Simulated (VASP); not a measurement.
# SrCl2 (P-3m1) in VASP: a series of runs

Runs on SrCl2. Level: HSE06. Tasks: single point.

Everything below comes from runs of VASP 6.6.1. Logs are shortened: lines on timing, memory, paths and dates and some standing lists are left out, and cuts for length are marked.

### Step 1. The cell of the first run

Symmetry: P-3m1, No. 164, trigonal system. The conventional cell has a = 4.584 Å, b = 4.584 Å, c = 5.820 Å, α = 90.00°, β = 90.00°, γ = 120.00°. Sr (site symmetry -3m) has 6 Cl at 2.95 Å within 3.9 Å. Cl (site symmetry 3m) has 3 Sr at 2.95 Å and 3 Cl at 3.72 Å within 3.9 Å.

### Step 2. Single point, HSE06 (strain +4.0%)

File POSCAR:

```
SrCl2
1.0
    4.5835388809      0.0000000000      0.0000000000
   -2.2917694404      3.9694611101      0.0000000000
    0.0000000000      0.0000000000      5.8199075188
Sr Cl
1 2
Direct
    0.0000000000      0.0000000000      0.0000000000
    0.3333333333      0.6666666667      0.2251751497
    0.6666666667      0.3333333333      0.7748248503
```

File INCAR.step1:

```
SYSTEM = SrCl2
ALGO = Normal
EDIFF = 1E-5
ENCUT = 400
GGA = PE
GGA_COMPAT = .False.
ISIF = 2
ISMEAR = 0
KPAR = 4
LASPH = .True.
LCHARG = .False.
LREAL = .False.
LWAVE = .True.
NBANDS = 19
NELM = 120
PREC = Accurate
SIGMA = 0.01
```

File INCAR.step2:

```
SYSTEM = SrCl2
ALGO = Normal
EDIFF = 1E-6
ENCUT = 400
GGA = PE
GGA_COMPAT = .False.
HFSCREEN = 0.2079
ISIF = 2
ISMEAR = 0
ISTART = 1
KPAR = 4
LASPH = .True.
LCHARG = .False.
LHFCALC = .True.
LREAL = .False.
LWAVE = .False.
NBANDS = 19
NELM = 120
PREC = Accurate
PRECFOCK = Normal
SIGMA = 0.01
```

File KPOINTS:

```
k-points
0
Gamma
  6 6 4
  0 0 0
```

Potentials or basis: VASP PAW PBE potentials, release 64 (Sr_sv, Cl).

The run is started by

```
$ cat potpaw_PBE.64/Sr_sv/POTCAR potpaw_PBE.64/Cl/POTCAR > POTCAR
$ cp INCAR.step1 INCAR
$ mpirun -np 4 vasp_std > vasp.out
$ cp INCAR.step2 INCAR
$ mpirun -np 4 vasp_std > vasp.out
```

OUTCAR:

```text
SYSTEM = SrCl2
   EDIFF = 1E-6
   ENCUT = 400
   GGA = PE
   HFSCREEN = 0.2079
   ISIF = 2
   ISMEAR = 0
   ISTART = 1
   LASPH = .True.
   LHFCALC = .True.
   LREAL = .False.
   NELM = 120
   PREC = Accurate
   PRECFOCK = Normal

 ion  position               nearest neighbor table
   1  0.000  0.000  0.000-   2 2.95   3 2.95   2 2.95   3 2.95   3 2.95   2 2.95
   2  0.333  0.667  0.225-   1 2.95   1 2.95   1 2.95
   3  0.667  0.333  0.775-   1 2.95   1 2.95   1 2.95

  LATTYP: Found a hexagonal cell.
 ALAT       =     4.5835388809
 C/A-ratio  =     1.2697410604

  Lattice vectors:

 A1 = (   4.5835388809,   0.0000000000,   0.0000000000)
 A2 = (  -2.2917694404,   3.9694611101,   0.0000000000)
 A3 = (   0.0000000000,   0.0000000000,   5.8199075188)

Analysis of symmetry for initial positions (statically):
=====================================================================
 Subroutine PRICEL returns:
 Original cell was already a primitive cell.

 Routine SETGRP: Setting up the symmetry group for a
 hexagonal supercell.

 Subroutine GETGRP returns: Found 12 space group operations
 (whereof 12 operations were pure point group operations)
 out of a pool of 24 trial point group operations.

The static configuration has the point symmetry D_3d.

Analysis of symmetry for dynamics (positions and initial velocities):
=====================================================================
 Subroutine PRICEL returns:
 Original cell was already a primitive cell.

 Routine SETGRP: Setting up the symmetry group for a
 hexagonal supercell.

 Subroutine GETGRP returns: Found 12 space group operations
 (whereof 12 operations were pure point group operations)
 out of a pool of 24 trial point group operations.

The dynamic configuration has the point symmetry D_3d.

 Subroutine INISYM returns: Found 12 space group operations
 (whereof 12 operations are pure point group operations),
 and found     1 'primitive' translations

----------------------------------------------------------------------------------------

                                     Primitive cell

  volume of cell :     105.8884

  direct lattice vectors                    reciprocal lattice vectors
     4.583538881  0.000000000  0.000000000     0.218172034  0.125961682  0.000000000
    -2.291769440  3.969461110  0.000000000     0.000000000  0.251923365  0.000000000
     0.000000000  0.000000000  5.819907519     0.000000000  0.000000000  0.171824036

  length of vectors
     4.583538881  4.583538881  5.819907519     0.251923365  0.251923365  0.171824036

  position of ions in fractional coordinates (direct lattice)
     0.000000000  0.000000000  0.000000000
     0.333333333  0.666666667  0.225175150
     0.666666667  0.333333333  0.774824850

  ion indices of the primitive-cell ions
   primitive index   ion index
                 1           1
                 2           2
                 3           3

----------------------------------------------------------------------------------------

 KPOINTS: k-points

Automatic generation of k-mesh.
 Grid dimensions read from file:
 generate k-points for:    6    6    4

 Generating k-lattice:

  Cartesian coordinates                     Fractional coordinates (reciprocal lattice)
     0.036362006  0.020993614  0.000000000     0.166666667  0.000000000  0.000000000
     0.000000000  0.041987227  0.000000000     0.000000000  0.166666667  0.000000000
     0.000000000  0.000000000  0.042956009     0.000000000  0.000000000  0.250000000

  Length of vectors
     0.041987227  0.041987227  0.042956009

  Shift w.r.t. Gamma in fractional coordinates (k-lattice)
     0.000000000  0.000000000  0.000000000

 Subroutine IBZKPT returns following result:
 ===========================================

 Found     24 irreducible k-points:

 Following reciprocal coordinates:
            Coordinates               Weight
  0.000000  0.000000  0.000000      1.000000
  0.166667  0.000000  0.000000      6.000000
  0.333333  0.000000  0.000000      6.000000
  0.500000  0.000000  0.000000      3.000000
  0.166667  0.166667  0.000000      6.000000
  0.333333  0.166667  0.000000     12.000000
[... 16 lines left out ...]
  0.333333  0.166667  0.500000     12.000000
  0.333333  0.333333  0.500000      2.000000
   k-points           NKPTS =     24   k-points in BZ     NKDIM =    144   number of bands    NBANDS=     19
   number of dos      NEDOS =    301   number of ions     NIONS =      3
   total plane-waves  NPLWV =  36000
   dimension x,y,z NGX =    30 NGY =   30 NGZ =   40
   dimension x,y,z NGXF=    60 NGYF=   60 NGZF=   80
   ions per type =               1   2
   NGX,Y,Z   is equivalent  to a cutoff of  10.88, 10.88, 11.43 a.u.
   NGXF,Y,Z  is equivalent  to a cutoff of  21.76, 21.76, 22.85 a.u.
 SYSTEM =  SrCl2
   PREC   = accura    normal or accurate (medium, high low for compatibility)
   ISTART =      1    job   : 0-new  1-cont  2-samecut
[... 101 lines left out ...]
      5     -16.0065      2.00000
      6     -15.7679      2.00000
[... 11 lines left out ...]
     18       7.8106      0.00000
     19       8.5634      0.00000

 k-point     4 :       0.5000    0.0000    0.0000
  band No.  band energies     occupation
      1     -37.2837      2.00000
      2     -18.4058      2.00000
      3     -18.0754      2.00000
      4     -18.0025      2.00000
      5     -16.0643      2.00000
      6     -15.6570      2.00000
[... 11 lines left out ...]
     18       8.0360      0.00000
     19       8.4420      0.00000

 k-point     5 :       0.1667    0.1667    0.0000
  band No.  band energies     occupation
      1     -37.2860      2.00000
      2     -18.2361      2.00000
      3     -18.1641      2.00000
      4     -18.0066      2.00000
      5     -15.9447      2.00000
      6     -15.8536      2.00000
[... 11 lines left out ...]
     18       7.8935      0.00000
     19       9.0508      0.00000

 k-point     6 :       0.3333    0.1667    0.0000
  band No.  band energies     occupation
      1     -37.2837      2.00000
      2     -18.3428      2.00000
      3     -18.1079      2.00000
      4     -18.0559      2.00000
      5     -15.9592      2.00000
      6     -15.7391      2.00000
[... 11 lines left out ...]
     18       8.3281      0.00000
     19       8.6831      0.00000

 k-point     7 :       0.3333    0.3333    0.0000
  band No.  band energies     occupation
      1     -37.2830      2.00000
      2     -18.2410      2.00000
      3     -18.2410      2.00000
      4     -18.0726      2.00000
      5     -15.8244      2.00000
      6     -15.8244      2.00000
[... 11 lines left out ...]
     18       8.4379      0.00000
     19       9.6098      0.00000

 k-point     8 :       0.0000    0.0000    0.2500
  band No.  band energies     occupation
      1     -37.2896      2.00000
      2     -18.2500      2.00000
      3     -17.9690      2.00000
      4     -17.9690      2.00000
      5     -16.2842      2.00000
      6     -15.7282      2.00000
[... 256 lines left out ...]
 k-point    20 :       0.3333    0.0000    0.5000
  band No.  band energies     occupation
      1     -37.2852      2.00000
      2     -18.3150      2.00000
      3     -18.1220      2.00000
      4     -17.9939      2.00000
      5     -16.0224      2.00000
      6     -15.7521      2.00000
[... 11 lines left out ...]
     18       7.8207      0.00000
     19       8.0244      0.00000

 k-point    21 :       0.5000    0.0000    0.5000
  band No.  band energies     occupation
      1     -37.2837      2.00000
      2     -18.4013      2.00000
      3     -18.0777      2.00000
      4     -18.0022      2.00000
      5     -16.0896      2.00000
      6     -15.6336      2.00000
[... 11 lines left out ...]
     18       7.9484      0.00000
     19       8.3533      0.00000

 k-point    22 :       0.1667    0.1667    0.5000
  band No.  band energies     occupation
      1     -37.2859      2.00000
      2     -18.2311      2.00000
      3     -18.1704      2.00000
      4     -18.0063      2.00000
      5     -15.9040      2.00000
      6     -15.8940      2.00000
[... 11 lines left out ...]
     18       7.7387      0.00000
     19       8.2560      0.00000

 k-point    23 :       0.3333    0.1667    0.5000
  band No.  band energies     occupation
      1     -37.2837      2.00000
      2     -18.3387      2.00000
      3     -18.1097      2.00000
      4     -18.0562      2.00000
      5     -15.9812      2.00000
      6     -15.7197      2.00000
[... 11 lines left out ...]
     18       7.9006      0.00000
     19       8.2947      0.00000

 k-point    24 :       0.3333    0.3333    0.5000
  band No.  band energies     occupation
      1     -37.2829      2.00000
      2     -18.2387      2.00000
      3     -18.2387      2.00000
      4     -18.0749      2.00000
      5     -15.8268      2.00000
      6     -15.8268      2.00000
[... 11 lines left out ...]
     18       7.5266      0.00000
     19       8.6880      0.00000

------------------------ aborting loop because EDIFF is reached ----------------------------------------

  FORCE on cell =-STRESS in cart. coord.  units (eV):
  Direction    XX          YY          ZZ          XY          YZ          ZX
  --------------------------------------------------------------------------------------
  -------------------------------------------------------------------------------------
  Total       -0.9164021     -0.9164021      0.0746157     -0.0000000      0.0000000     -0.0000000
  in kB      -13.8659014    -13.8659014      1.1289954     -0.0000000      0.0000000     -0.0000000
  external PRESSURE =      -8.8676025 kB  Pullay stress =       0.0000000 kB

 VOLUME and BASIS-vectors are now :
 -----------------------------------------------------------------------------
  energy-cutoff  :      400.00
  volume of cell :      105.89
      direct lattice vectors                 reciprocal lattice vectors
     4.583538881  0.000000000  0.000000000     0.218172034  0.125961682  0.000000000
    -2.291769440  3.969461110  0.000000000     0.000000000  0.251923365  0.000000000
     0.000000000  0.000000000  5.819907519     0.000000000  0.000000000  0.171824036

 POSITION                                       TOTAL-FORCE (eV/Angst)
 -----------------------------------------------------------------------------------
      0.00000      0.00000      0.00000        -0.000000      0.000000     -0.000000
     -0.00000      2.64631      1.31050        -0.000000     -0.000000     -0.022112
      2.29177      1.32315      4.50941         0.000000     -0.000000      0.022112
 -----------------------------------------------------------------------------------
    total drift:                               -0.000000      0.000000     -0.000028

  FREE ENERGIE OF THE ION-ELECTRON SYSTEM (eV)
  ---------------------------------------------------
  free  energy   TOTEN  =       -14.6053533853 eV

  energy  without entropy=      -14.6053533853  energy(sigma->0) =      -14.60535339
```

Wall time 20 min (4 MPI ranks of Intel Xeon Platinum 8175M at 2.50GHz (Skylake/Cascade Lake), shared host); peak memory 0.32 GiB.

What came out:

```yaml
Free_energy: -14.6054 eV
Pressure: -0.9 GPa
Largest_force: 0.022 eV/Å
Band_gap_on_the_k_mesh: 6.23 eV
```

Forces on the atoms (eV/Å):
```
Sr   0.000  0.000  0.000
Cl   0.000  0.000 -0.022
Cl   0.000  0.000  0.022
```

Stress tensor (GPa, compression positive):
```
-1.39  0.00  0.00
 0.00 -1.39  0.00
 0.00  0.00  0.11
```

Levels at points of the mesh, in eV from the valence-band top:
```
           k point  band 8  band 9  band 10  band 11  band 12  band 13  band 14  band 15  band 16  band 17
(0.00, 0.00, 0.00)   -1.42   -1.42    -0.42    -0.42     0.00     6.23     8.14     8.14     8.93     9.15
(0.50, 0.00, 0.00)   -1.06   -1.02    -0.86    -0.67    -0.58     7.09     8.06     9.23     9.46     9.88
(0.00, 0.00, 0.50)   -1.35   -1.23    -0.66    -0.51    -0.51     7.74     7.93     7.93     8.17     9.51
(0.50, 0.00, 0.50)   -1.41   -1.03    -0.86    -0.43    -0.24     7.67     8.73     8.98     9.33     9.60
```

Caveat: the cell differs from its parent crystal (strain +4.0%); the PAW data sets were made with another functional, which shifts forces and pressure a little.

### Step 3. Single point, HSE06

This run uses another cell than the first one, of 31.38 Å³/atom.

File POSCAR:

```
SrCl2
1.0
    4.4072489239      0.0000000000      0.0000000000
   -2.2036244619      3.8167895289      0.0000000000
    0.0000000000      0.0000000000      5.5960649219
Sr Cl
1 2
Direct
    0.0000000000      0.0000000000      0.0000000000
    0.3333333333      0.6666666667      0.2486950223
    0.6666666667      0.3333333333      0.7513049777
```

File INCAR.step1:

```
PREC     = Accurate       # precision mode
ENCUT    = 400            # plane-wave cutoff, eV
EDIFF    = 1E-5           # SCF threshold, eV
ISMEAR   = 0              # smearing method
SIGMA    = 0.01           # smearing width, eV
LREAL    = F              # projectors in reciprocal space
LASPH    = T              # aspherical terms in the spheres
NELM     = 120            # most SCF steps
ALGO     = Normal         # electronic algorithm
ISIF     = 2              # what is computed and relaxed
LWAVE    = T              # write WAVECAR
GGA      = PE             # functional
NBANDS   = 19             # bands
GGA_COMPAT= F            
KPAR     = 4
```

File INCAR.step2:

```
PREC     = Accurate       # precision mode
ENCUT    = 400            # plane-wave cutoff, eV
EDIFF    = 1E-6           # SCF threshold, eV
ISMEAR   = 0              # smearing method
SIGMA    = 0.01           # smearing width, eV
LREAL    = F              # projectors in reciprocal space
LASPH    = T              # aspherical terms in the spheres
NELM     = 120            # most SCF steps
ALGO     = Normal         # electronic algorithm
ISIF     = 2              # what is computed and relaxed
LWAVE    = F              # write WAVECAR
LCHARG   = T              # write CHGCAR
GGA      = PE             # functional
LHFCALC  = T              # exact exchange
HFSCREEN = 0.2079         # screening, 1/A
PRECFOCK = Normal       
LVHAR    = T            
ISTART   = 1            
NBANDS   = 19             # bands
GGA_COMPAT= F            
KPAR     = 4
```

File KPOINTS:

```
Automatic mesh
0
Gamma
  6 6 4
```

Potentials or basis: VASP PAW PBE potentials, release 64 (Sr_sv, Cl).

The run is started by

```
$ cat potpaw_PBE.64/Sr_sv/POTCAR potpaw_PBE.64/Cl/POTCAR > POTCAR
$ cp INCAR.step1 INCAR
$ mpirun -np 4 vasp_std > vasp.out
$ cp INCAR.step2 INCAR
$ mpirun -np 4 vasp_std > vasp.out
```

It took 24 min on 4 MPI ranks of Intel Xeon Platinum 8375C at 2.90GHz (Ice Lake), shared host; peak memory 0.31 GiB.

Results (log left out):

```
Free energy            : -14.6019 eV
Pressure               : 0.8 GPa
Largest force          : 0.037 eV/Å
Band gap on the k mesh : 6.45 eV
```

Forces in eV/Å, atoms in the order of the input:
```
Sr   0.000  0.000  0.000
Cl   0.000  0.000 -0.037
Cl   0.000  0.000  0.037
```

Levels at points of the mesh, in eV from the valence-band top:
```
           k point  band 8  band 9  band 10  band 11  band 12  band 13  band 14  band 15  band 16  band 17
(0.00, 0.00, 0.00)   -1.53   -1.53    -0.48    -0.48     0.00     6.45     8.19     8.19     8.87     8.95
(0.50, 0.00, 0.00)   -1.12   -1.05    -1.02    -0.98    -0.84     6.81     8.45     9.42     9.80    10.33
(0.00, 0.00, 0.50)   -1.39   -1.37    -0.99    -0.67    -0.67     7.90     7.90     8.03     8.52     9.40
(0.50, 0.00, 0.50)   -1.68   -1.30    -0.81    -0.59    -0.31     7.57     9.07     9.10     9.65     9.90
```

Caveat: the PAW data sets were made with another functional, which shifts forces and pressure a little. A k mesh can miss the band edges.

### Step 4. Single point, HSE06 (epitaxial xy strain +3.0%)

File POSCAR:

```
SrCl2
1.0
    4.5394663916      0.0000000000      0.0000000000
   -2.2697331958      3.9312932148      0.0000000000
    0.0000000000      0.0000000000      5.3718511202
Sr Cl
1 2
Direct
    0.0000000000      0.0000000000      0.0000000000
    0.3333333333      0.6666666667      0.2448602949
    0.6666666667      0.3333333333      0.7551397051
```

File INCAR.step1:

```
SYSTEM = SrCl2
  PREC = Accurate
  ENCUT = 400
  EDIFF = 1E-5
  ISMEAR = 0
  SIGMA = 0.01
  LREAL = .False.
  LASPH = .True.
  NELM = 120
  ALGO = Normal
  ISIF = 2
  LWAVE = .True.
  LCHARG = .False.
  NBANDS = 19
  GGA = PE
  GGA_COMPAT = .False.
  KPAR = 4
```

File INCAR.step2:

```
SYSTEM = SrCl2
  PREC = Accurate
  ENCUT = 400
  EDIFF = 1E-6
  ISMEAR = 0
  SIGMA = 0.01
  LREAL = .False.
  LASPH = .True.
  NELM = 120
  ALGO = Normal
  ISIF = 2
  LWAVE = .False.
  LCHARG = .False.
  GGA = PE
  LHFCALC = .True.
  HFSCREEN = 0.2079
  PRECFOCK = Normal
  NBANDS = 19
  ISTART = 1
  GGA_COMPAT = .False.
  KPAR = 4
```

File KPOINTS:

```
regular mesh
0
Gamma
  6 6 4
  0 0 0
```

The run is started by

```
$ cat potpaw_PBE.64/Sr_sv/POTCAR potpaw_PBE.64/Cl/POTCAR > POTCAR
$ cp INCAR.step1 INCAR
$ mpirun -np 4 vasp_std > vasp.out
$ cp INCAR.step2 INCAR
$ mpirun -np 4 vasp_std > vasp.out
```

Wall time 33 min (4 MPI ranks of Intel Xeon Platinum 8259CL at 2.50GHz (Skylake/Cascade Lake), shared host); peak memory 0.3 GiB.

It converged, with:

```yaml
Free_energy: -14.5857 eV
Pressure: -0.1 GPa
Largest_force: 0.035 eV/Å
Band_gap_on_the_k_mesh: 6.16 eV
```

Forces in eV/Å, atoms in the order of the input:
```
Sr   0.000  0.000  0.000
Cl   0.000  0.000 -0.035
Cl   0.000  0.000  0.035
```

Stress tensor (GPa, compression positive):
```
-0.62  0.00  0.00
 0.00 -0.62  0.00
 0.00  0.00  0.92
```

Levels at points of the mesh, in eV from the valence-band top:
```tsv
k point	band 8	band 9	band 10	band 11	band 12	band 13	band 14	band 15	band 16	band 17
(0.00, 0.00, 0.00)	-1.65	-1.65	-0.52	-0.52	0.00	6.16	8.11	8.11	8.80	8.96
(0.50, 0.00, 0.00)	-1.27	-1.09	-0.97	-0.96	-0.79	6.74	7.98	9.28	9.44	9.94
(0.00, 0.00, 0.50)	-1.49	-1.34	-1.00	-0.74	-0.74	7.71	7.71	8.02	8.36	9.55
(0.50, 0.00, 0.50)	-1.75	-1.32	-0.92	-0.51	-0.28	7.68	8.81	8.89	9.24	9.66
```

Caveat: the cell differs from its parent crystal (epitaxial xy strain +3.0%); the PAW data sets were made with another functional, which shifts forces and pressure a little.

### Step 5. Summary

```csv
cell,gap on the mesh (eV),pressure (GPa),largest force (eV/Å)
"a = 4.584, b = 4.584, c = 5.820 Å, angles 90.0, 90.0, 120.0°, 3 atoms, atomic positions A",6.23,-0.9,0.02
"a = 4.407, b = 4.407, c = 5.596 Å, angles 90.0, 90.0, 120.0°, 3 atoms, atomic positions B",6.45,0.8,0.04
"a = 4.539, b = 4.539, c = 5.372 Å, angles 90.0, 90.0, 120.0°, 3 atoms, atomic positions C",6.16,-0.1,0.03
```

Alike in all rows: task single point; level HSE06; potentials or basis VASP PAW PBE potentials, release 64 (Sr_sv, Cl); no spin polarisation; k mesh 6 × 6 × 4; cutoff (eV) 400; smearing gaussian 0.01 eV.

Caveats: the PAW data sets were made with another functional, which shifts forces and pressure a little.

Absolute energies hang on the potentials; compare differences alone.
